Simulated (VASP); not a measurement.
# ScIr3C (Pm-3m) in VASP: further runs

Runs on ScIr3C. Level: PBE. Tasks: single point.

Everything below comes from runs of VASP 6.6.1. Logs are shortened: lines on timing, memory, paths and dates and some standing lists are left out, and cuts for length are marked.

### Step 1. The cell of the first run

It takes space group Pm-3m (No. 221, cubic). The conventional cell has a = 4.557 Å, b = 4.557 Å, c = 4.557 Å, α = 90.00°, β = 90.00°, γ = 90.00°. Within 3.0 Å of Sc (site symmetry m-3m) lie 6 Ir at 2.28 Å. Within 3.0 Å of Ir (site symmetry 4/mmm) lie 2 Sc at 2.28 Å. Within 4.2 Å of C (site symmetry m-3m) lie 12 Ir at 3.22 Å and 8 Sc at 3.95 Å.

### Step 2. Single point, PBE

Input file INCAR:

```
SYSTEM = ScIr3C
PREC = Accurate
ENCUT = 520
EDIFF = 1E-6
ISMEAR = 1
SIGMA = 0.05
LREAL = .False.
LASPH = .True.
NELM = 100
ALGO = Normal
ISIF = 2
LWAVE = .False.
LCHARG = .True.
GGA = PE
LELF = .True.
LVHAR = .True.
NBANDS = 29
```

Input file KPOINTS:

```
Automatic mesh
0
Gamma
  5 5 5
  0 0 0
```

Input file POSCAR:

```
ScIr3C
1.0
    4.5567109229      0.0000000000      0.0000000000
    0.0000000000      4.5567109229      0.0000000000
    0.0000000000      0.0000000000      4.5567109229
Sc Ir C
1 3 1
Direct
    0.0000000000      0.0000000000      0.0000000000
    0.5000000000      0.0000000000      0.0000000000
    0.0000000000      0.5000000000      0.0000000000
    0.0000000000      0.0000000000      0.5000000000
    0.5000000000      0.5000000000      0.5000000000
```

Potentials or basis: VASP PAW PBE potentials, release 64 (Sc_sv, Ir, C).

Run with:

```
cat potpaw_PBE.64/Sc_sv/POTCAR potpaw_PBE.64/Ir/POTCAR potpaw_PBE.64/C/POTCAR > POTCAR
mpirun -np 1 vasp_std > vasp.out
```

OUTCAR:

```text
SYSTEM = ScIr3C
   PREC = Accurate
   ENCUT = 520
   EDIFF = 1E-6
   ISMEAR = 1
   LREAL = .False.
   LASPH = .True.
   NELM = 100
   ISIF = 2
   GGA = PE

 ion  position               nearest neighbor table
   1  0.000  0.000  0.000-   2 2.28   3 2.28   4 2.28   4 2.28   3 2.28   2 2.28
   2  0.500  0.000  0.000-   1 2.28   1 2.28   4 3.22   4 3.22   3 3.22   3 3.22   3 3.22   4 3.22
                             4 3.22   3 3.22
   3  0.000  0.500  0.000-   1 2.28   1 2.28   4 3.22   4 3.22   2 3.22   2 3.22   4 3.22   4 3.22
                             2 3.22   2 3.22
   4  0.000  0.000  0.500-   1 2.28   1 2.28   3 3.22   2 3.22   2 3.22   3 3.22   3 3.22   3 3.22
                             2 3.22   2 3.22
   5  0.500  0.500  0.500-

  LATTYP: Found a simple cubic cell.
 ALAT       =     4.5567109229

  Lattice vectors:

 A1 = (   4.5567109229,   0.0000000000,   0.0000000000)
 A2 = (   0.0000000000,   4.5567109229,   0.0000000000)
 A3 = (   0.0000000000,   0.0000000000,   4.5567109229)

Analysis of symmetry for initial positions (statically):
=====================================================================
 Subroutine PRICEL returns:
 Original cell was already a primitive cell.

 Routine SETGRP: Setting up the symmetry group for a
 simple cubic supercell.

 Subroutine GETGRP returns: Found 48 space group operations
 (whereof 48 operations were pure point group operations)
 out of a pool of 48 trial point group operations.

The static configuration has the point symmetry O_h .

Analysis of symmetry for dynamics (positions and initial velocities):
=====================================================================
 Subroutine PRICEL returns:
 Original cell was already a primitive cell.

 Routine SETGRP: Setting up the symmetry group for a
 simple cubic supercell.

 Subroutine GETGRP returns: Found 48 space group operations
 (whereof 48 operations were pure point group operations)
 out of a pool of 48 trial point group operations.

The dynamic configuration has the point symmetry O_h .

 Subroutine INISYM returns: Found 48 space group operations
 (whereof 48 operations are pure point group operations),
 and found     1 'primitive' translations

----------------------------------------------------------------------------------------

                                     Primitive cell

  volume of cell :      94.6138

  direct lattice vectors                    reciprocal lattice vectors
     4.556710923  0.000000000  0.000000000     0.219456537  0.000000000  0.000000000
     0.000000000  4.556710923  0.000000000     0.000000000  0.219456537  0.000000000
     0.000000000  0.000000000  4.556710923     0.000000000  0.000000000  0.219456537

  length of vectors
     4.556710923  4.556710923  4.556710923     0.219456537  0.219456537  0.219456537

  position of ions in fractional coordinates (direct lattice)
     0.000000000  0.000000000  0.000000000
     0.500000000  0.000000000  0.000000000
     0.000000000  0.500000000  0.000000000
     0.000000000  0.000000000  0.500000000
     0.500000000  0.500000000  0.500000000

  ion indices of the primitive-cell ions
   primitive index   ion index
                 1           1
                 2           2
                 3           3
                 4           4
                 5           5

----------------------------------------------------------------------------------------

 KPOINTS: Automatic mesh

Automatic generation of k-mesh.
 Grid dimensions read from file:
 generate k-points for:    5    5    5

 Generating k-lattice:

  Cartesian coordinates                     Fractional coordinates (reciprocal lattice)
     0.043891307  0.000000000  0.000000000     0.200000000  0.000000000  0.000000000
     0.000000000  0.043891307  0.000000000     0.000000000  0.200000000  0.000000000
     0.000000000  0.000000000  0.043891307     0.000000000  0.000000000  0.200000000

  Length of vectors
     0.043891307  0.043891307  0.043891307

  Shift w.r.t. Gamma in fractional coordinates (k-lattice)
     0.000000000  0.000000000  0.000000000

 Subroutine IBZKPT returns following result:
 ===========================================

 Found     10 irreducible k-points:

 Following reciprocal coordinates:
            Coordinates               Weight
  0.000000  0.000000  0.000000      1.000000
  0.200000  0.000000  0.000000      6.000000
  0.400000  0.000000  0.000000      6.000000
  0.200000  0.200000  0.000000     12.000000
  0.400000  0.200000  0.000000     24.000000
  0.400000  0.400000  0.000000     12.000000
  0.200000  0.200000  0.200000      8.000000
  0.400000  0.200000  0.200000     24.000000
  0.400000  0.400000  0.200000     24.000000
  0.400000  0.400000  0.400000      8.000000
   k-points           NKPTS =     10   k-points in BZ     NKDIM =     10   number of bands    NBANDS=     29
   number of dos      NEDOS =    301   number of ions     NIONS =      5
   total plane-waves  NPLWV =  46656
   dimension x,y,z NGX =    36 NGY =   36 NGZ =   36
   dimension x,y,z NGXF=    72 NGYF=   72 NGZF=   72
   ions per type =               1   3   1
   NGX,Y,Z   is equivalent  to a cutoff of  13.13, 13.13, 13.13 a.u.
   NGXF,Y,Z  is equivalent  to a cutoff of  26.27, 26.27, 26.27 a.u.
 SYSTEM =  ScIr3C
   PREC   = accura    normal or accurate (medium, high low for compatibility)
   ISTART =      0    job   : 0-new  1-cont  2-samecut
   ICHARG =      2    charge: 1-file 2-atom 10-const
   ISPIN  =      1    spin polarized calculation?
   LNONCOLLINEAR =      F non collinear calculations
   LSORBIT =      F    spin-orbit coupling
   LASPH  =      T    aspherical Exc in radial PAW
   ENCUT  =  520.0 eV  38.22 Ry    6.18 a.u.   8.47  8.47  8.47*2*pi/ulx,y,z
   NELM   =    100;   NELMIN=  2; NELMDL= -5     # of ELM steps
   EDIFF  = 0.1E-05   stopping-criterion for ELM
   LREAL  =      F    real-space projection
   EDIFFG = 0.1E-04   stopping-criterion for IOM
   NSW    =      0    number of steps for IOM
   IBRION =     -1    ionic relax: 0-MD 1-quasi-New 2-CG
   NFREE  =      0    steps in history (QN), initial steepest desc. (CG)
   ISIF   =      2    stress and relaxation
   ISYM   =      2    0-nonsym 1-usesym 2-fastsym
   POTIM  = 0.5000    time-step for ionic-motion
   TEBEG  =    0.0;   TEEND  =   0.0 temperature during run
   PSTRESS=    0.0 pullay stress
   NELECT =      42.0000    total number of electrons
   NUPDOWN=      -1.0000    fix difference up-down
   EMIN   =  10.00;   EMAX   =-10.00  energy-range for DOS
   EFERMI =   0.00;   METHOD = LEGACY
   ISMEAR =     1;   SIGMA  =   0.05  broadening in eV -4-tet -1-fermi 0-gaus
   EFERMI_NEDOS =   21; number of points for ismear=-14 and -15
   IALGO  =     38    algorithm
   IMIX   =      4    mixing-type and parameters
     AMIX     =   0.40;   BMIX     =  1.00
     AMIX_MAG =   1.60;   BMIX_MAG =  1.00
  volume/ion in A,a.u.               =      18.92       127.70
  Fermi-wavevector in a.u.,A,eV,Ry     =   1.248839  2.359963 21.219630  1.559599
  Thomas-Fermi vector in A             =   2.382907
   LORBIT       =      0    0 simple, 1 ext, 2 COOP (PROOUT), +10 PAW based schemes
   GGA     = PE    functional components
   LHFCALC =     F    Hartree Fock is set to
   AEXX    =    0.0000 exact exchange contribution
   IVDW    =     0    specifies the selected vdW correction
   LEPSILON=     F    determine dielectric tensor
   LRPA    =     F    only Hartree local field effects (RPA)
 non-spin polarized calculation
 Methfessel and Paxton  Order N= 1 SIGMA  =   0.05
  energy-cutoff  :      520.00
  volume of cell :       94.61
 maximum number of plane-waves:      2569
 NGX is ok and might be reduce to    36
   NGX = 17   NGY = 17   NGZ = 17

 number of electron      42.0000013 magnetization

 Free energy of the ion-electron system (eV)
  ---------------------------------------------------
  ext. energy  EPLUGINS =         0.00000000
  ---------------------------------------------------
  free energy    TOTEN  =       -27.06745802 eV

  energy without entropy =      -27.07009534  energy(sigma->0) =      -27.06833712

 E-fermi :   3.8440     XC(G=0): -11.0680

 val. band max:        3.8300348240   @ k =   0.2000   0.2000   0.0000
 cond. band min:       3.9798614826   @ k =   0.4000   0.2000   0.2000
 fundamental gap:      0.1498266587
 Fermi energy:         3.8440130896

 k-point     1 :       0.0000    0.0000    0.0000
  band No.  band energies     occupation
      1     -43.2865      2.00000
      2     -22.1318      2.00000
      3     -22.1318      2.00000
      4     -22.1318      2.00000
      5      -5.3752      2.00000
      6      -0.7023      2.00000
[... 21 lines left out ...]
     28       8.5859      0.00000
     29       8.5859      0.00000

 k-point     2 :       0.2000    0.0000    0.0000
  band No.  band energies     occupation
      1     -43.2752      2.00000
      2     -22.2301      2.00000
      3     -22.1355      2.00000
      4     -22.1355      2.00000
      5      -5.2555      2.00000
      6      -0.6956      2.00000
[... 21 lines left out ...]
     28       8.6686      0.00000
     29       8.8806      0.00000

 k-point     3 :       0.4000    0.0000    0.0000
  band No.  band energies     occupation
      1     -43.2569      2.00000
      2     -22.3856      2.00000
      3     -22.1414      2.00000
      4     -22.1414      2.00000
      5      -5.0406      2.00000
      6      -0.9639      2.00000
[... 21 lines left out ...]
     28       8.9666      0.00000
     29       8.9666      0.00000

 k-point     4 :       0.2000    0.2000    0.0000
  band No.  band energies     occupation
      1     -43.2639      2.00000
      2     -22.2339      2.00000
      3     -22.2337      2.00000
      4     -22.1391      2.00000
      5      -5.1577      2.00000
      6      -0.6294      2.00000
[... 149 lines left out ...]
     28       8.1564      0.00000
     29       8.2023      0.00000

 k-point     9 :       0.4000    0.4000    0.2000
  band No.  band energies     occupation
      1     -43.2161      2.00000
      2     -22.3992      2.00000
      3     -22.3991      2.00000
      4     -22.2494      2.00000
      5      -4.8895      2.00000
      6      -0.0122      2.00000
[... 21 lines left out ...]
     28       7.6150      0.00000
     29       7.6821      0.00000

 k-point    10 :       0.4000    0.4000    0.4000
  band No.  band energies     occupation
      1     -43.1978      2.00000
      2     -22.4052      2.00000
      3     -22.4051      2.00000
      4     -22.4051      2.00000
      5      -4.8782      2.00000
      6       0.2464      2.00000
[... 21 lines left out ...]
     28       6.6623      0.00000
     29       6.6623      0.00000

------------------------ aborting loop because EDIFF is reached ----------------------------------------

  FORCE on cell =-STRESS in cart. coord.  units (eV):
  Direction    XX          YY          ZZ          XY          YZ          ZX
  --------------------------------------------------------------------------------------
  -------------------------------------------------------------------------------------
  Total        5.0757860      5.0757860      5.0757860      0.0000000      0.0000000      0.0000000
  in kB       85.9526851     85.9526851     85.9526851      0.0000000      0.0000000      0.0000000
  external PRESSURE =      85.9526851 kB  Pullay stress =       0.0000000 kB

 VOLUME and BASIS-vectors are now :
 -----------------------------------------------------------------------------
  energy-cutoff  :      520.00
  volume of cell :       94.61
      direct lattice vectors                 reciprocal lattice vectors
     4.556710923  0.000000000  0.000000000     0.219456537  0.000000000  0.000000000
     0.000000000  4.556710923  0.000000000     0.000000000  0.219456537  0.000000000
     0.000000000  0.000000000  4.556710923     0.000000000  0.000000000  0.219456537

 POSITION                                       TOTAL-FORCE (eV/Angst)
 -----------------------------------------------------------------------------------
      0.00000      0.00000      0.00000         0.000000      0.000000      0.000000
      2.27836      0.00000      0.00000         0.000000      0.000000      0.000000
      0.00000      2.27836      0.00000         0.000000      0.000000      0.000000
      0.00000      0.00000      2.27836         0.000000      0.000000      0.000000
      2.27836      2.27836      2.27836         0.000000      0.000000      0.000000
 -----------------------------------------------------------------------------------
    total drift:                                0.000000      0.000000     -0.000000

  FREE ENERGIE OF THE ION-ELECTRON SYSTEM (eV)
  ---------------------------------------------------
  free  energy   TOTEN  =       -27.0674580156 eV

  energy  without entropy=      -27.0700953394  energy(sigma->0) =      -27.06833712
```

Wall time 18 s (1 thread of Intel Xeon 6975P-C (Granite Rapids), shared host); peak memory 0.21 GiB.

What came out:

| Quantity | Value |
| --- | --- |
| Free energy | -27.0675 eV |
| Pressure | 8.6 GPa |
| Band gap on the k mesh | zero (band 21 reaches 4.24 eV, above the bottom of band 22 at 3.78 eV) |

Caveat: spin-orbit coupling is left out, which moves the levels of the heavy elements.

### Step 3. Single point, PBE

This run uses another cell than the first one, of 19.47 Å³/atom, 1.029 times its volume.

Input file INCAR:

```
ALGO     = Normal         # electronic algorithm
EDIFF    = 1E-6           # SCF threshold, eV
ENCUT    = 520            # plane-wave cutoff, eV
GGA      = PE             # functional
ISIF     = 2              # what is computed and relaxed
ISMEAR   = 1              # smearing method
LASPH    = T              # aspherical terms in the spheres
LCHARG   = T              # write CHGCAR
LELF     = T              # ELF
LREAL    = F              # projectors in reciprocal space
LVHAR    = T            
LWAVE    = F              # write WAVECAR
NBANDS   = 29             # bands
NELM     = 60             # most SCF steps
PREC     = Accurate       # precision mode
SIGMA    = 0.05           # smearing width, eV
```

Input file KPOINTS:

```
k-points
0
Gamma
  5 5 5
```

Edit POSCAR of step 2 so:

```diff
@@ -2,5 +2,5 @@
 1.0
-    4.5567109229      0.0000000000      0.0000000000
-    0.0000000000      4.5567109229      0.0000000000
-    0.0000000000      0.0000000000      4.5567109229
+    4.6003184618      0.0000000000      0.0000000000
+    0.0000000000      4.6003184618      0.0000000000
+    0.0000000000      0.0000000000      4.6003184618
 Sc Ir C
```

Potentials or basis: VASP PAW PBE potentials, release 64 (Sc_sv, Ir, C).

Run with:

```
cat potpaw_PBE.64/Sc_sv/POTCAR potpaw_PBE.64/Ir/POTCAR potpaw_PBE.64/C/POTCAR > POTCAR
mpirun -np 1 vasp_std > vasp.out
```

OUTCAR:

```text
EDIFF = 1E-6
   ENCUT = 520
   GGA = PE
   ISIF = 2
   ISMEAR = 1
   LASPH = T
   LREAL = F
   NELM = 60
   PREC = Accurate

 ion  position               nearest neighbor table
   1  0.000  0.000  0.000-   2 2.30   3 2.30   4 2.30   4 2.30   3 2.30   2 2.30
   2  0.500  0.000  0.000-   1 2.30   1 2.30   4 3.25   4 3.25   3 3.25   3 3.25   3 3.25   4 3.25
                             4 3.25   3 3.25
   3  0.000  0.500  0.000-   1 2.30   1 2.30   4 3.25   4 3.25   2 3.25   2 3.25   4 3.25   4 3.25
[... 512 lines left out ...]
  -------------------------------------------------------------------------------------
  Total        3.0914308      3.0914308      3.0914308      0.0000000      0.0000000      0.0000000
  in kB       50.8752348     50.8752348     50.8752348      0.0000000      0.0000000      0.0000000
  external PRESSURE =      50.8752348 kB  Pullay stress =       0.0000000 kB

 VOLUME and BASIS-vectors are now :
 -----------------------------------------------------------------------------
  energy-cutoff  :      520.00
  volume of cell :       97.36
      direct lattice vectors                 reciprocal lattice vectors
     4.600318462  0.000000000  0.000000000     0.217376255  0.000000000  0.000000000
     0.000000000  4.600318462  0.000000000     0.000000000  0.217376255  0.000000000
     0.000000000  0.000000000  4.600318462     0.000000000  0.000000000  0.217376255

 POSITION                                       TOTAL-FORCE (eV/Angst)
 -----------------------------------------------------------------------------------
      0.00000      0.00000      0.00000         0.000000      0.000000      0.000000
      2.30016      0.00000      0.00000         0.000000      0.000000      0.000000
      0.00000      2.30016      0.00000         0.000000      0.000000      0.000000
      0.00000      0.00000      2.30016         0.000000      0.000000      0.000000
      2.30016      2.30016      2.30016         0.000000      0.000000      0.000000
 -----------------------------------------------------------------------------------
    total drift:                                0.000000      0.000000     -0.000000

  FREE ENERGIE OF THE ION-ELECTRON SYSTEM (eV)
  ---------------------------------------------------
  free  energy   TOTEN  =       -27.1848155737 eV

  energy  without entropy=      -27.1873307273  energy(sigma->0) =      -27.18565396
```

It took 16 s on 1 thread of Intel Xeon 6975P-C (Granite Rapids), shared host; peak memory 0.21 GiB.

What came out:

```
Free energy            : -27.1848 eV
Pressure               : 5.1 GPa
Band gap on the k mesh : zero (band 21 reaches 3.96 eV, above the bottom of band 22 at 3.52 eV)
```

Levels at points of the mesh, in eV from the Fermi level:
| k point | band 17 | band 18 | band 19 | band 20 | band 21 | band 22 | band 23 | band 24 | band 25 | band 26 |
| --- | --- | --- | --- | --- | --- | --- | --- | --- | --- | --- |
| (0.00, 0.00, 0.00) | -0.64 | -0.62 | -0.62 | -0.62 | 0.30 | 0.30 | 0.30 | 0.56 | 2.88 | 2.88 |

Caveat: spin-orbit coupling is left out, which moves the levels of the heavy elements.

### Step 4. Single point, PBE

This run uses another cell than the first one, of 20.02 Å³/atom, 1.058 times its volume.

Input file INCAR:

```
SYSTEM = ScIr3C
ALGO     = Normal         ! electronic algorithm
EDIFF    = 1E-6           ! SCF threshold, eV
ENCUT    = 520            ! plane-wave cutoff, eV
GGA      = PE             ! functional
ISIF     = 2              ! what is computed and relaxed
ISMEAR   = 1              ! smearing method
LASPH    = .True.         ! aspherical terms in the spheres
LCHARG   = .True.         ! write CHGCAR
LELF     = .True.         ! ELF
LREAL    = .False.        ! projectors in reciprocal space
LVHAR    = .True.       
LWAVE    = .False.        ! write WAVECAR
NBANDS   = 29             ! bands
NELM     = 80             ! most SCF steps
PREC     = Accurate       ! precision mode
SIGMA    = 0.05           ! smearing width, eV
```

Input file KPOINTS:

```
k-points
0
Gamma
  5 5 5
  0 0 0
```

Edit POSCAR of step 3 so:

```diff
@@ -2,5 +2,5 @@
 1.0
-    4.6003184618      0.0000000000      0.0000000000
-    0.0000000000      4.6003184618      0.0000000000
-    0.0000000000      0.0000000000      4.6003184618
+    4.6431145794      0.0000000000      0.0000000000
+    0.0000000000      4.6431145794      0.0000000000
+    0.0000000000      0.0000000000      4.6431145794
 Sc Ir C
```

Run with:

```
cat potpaw_PBE.64/Sc_sv/POTCAR potpaw_PBE.64/Ir/POTCAR potpaw_PBE.64/C/POTCAR > POTCAR
mpirun -np 1 vasp_std > vasp.out
```

Wall time 15 s (1 thread of Intel Xeon 6975P-C (Granite Rapids), shared host); peak memory 0.21 GiB.

It converged, with:

| Property | Result |
| --- | --- |
| Free energy | -27.2466 eV |
| Pressure | 2.1 GPa |
| Band gap on the k mesh | zero (band 21 reaches 3.70 eV, above the bottom of band 22 at 3.27 eV) |

Levels at points of the mesh, in eV from the Fermi level:
| k point | band 19 | band 20 | band 21 | band 22 | band 23 | band 24 |
| --- | --- | --- | --- | --- | --- | --- |
| (0.00, 0.00, 0.00) | -0.58 | -0.58 | 0.28 | 0.28 | 0.28 | 0.53 |

Caveat: spin-orbit coupling is left out, which moves the levels of the heavy elements.

[end of part 1 of 2]
